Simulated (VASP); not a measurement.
Runs of VASP 6.6.1 on HfO2. The structure is that of space group P-42_1m (No. 113), or close to it. The cells are those of the table. 

```tsv
cell	gap on the mesh (eV)	pressure (GPa)	largest force (eV/Å)
a = 4.759, b = 4.759, c = 3.157 Å, 6 atoms	4.17	16.1	0.58
a = 4.881, b = 4.881, c = 3.238 Å, 6 atoms	4.09	(d)	1.30
a = 4.963, b = 4.963, c = 3.292 Å, 6 atoms	(b)	-12.0	(a)
a = 4.841, b = 4.841, c = 3.211 Å, 6 atoms	3.97	2.9	0.44
a = 4.800, b = 4.800, c = 3.184 Å, 6 atoms	(c)	9.2	0.51
```

Alike in all rows: task single point; level PBE; potentials or basis VASP PAW PBE potentials, release 64 (Hf_pv, O); no spin polarisation; k mesh 6 × 6 × 8; cutoff (eV) 520; smearing gaussian 0.05 eV.

Task: Estimate the missing entries.

Result: (a) 0.24; (b) 3.68; (c) 4.07; (d) -1.1.

Caveats: spin-orbit coupling is left out, which moves the levels of the heavy elements; forces of over 1 eV/Å act on the atoms, so gaps and moduli don't describe the material at rest (some runs).

A k mesh can miss the band edges, and the runs leave out spin-orbit coupling on Hf.
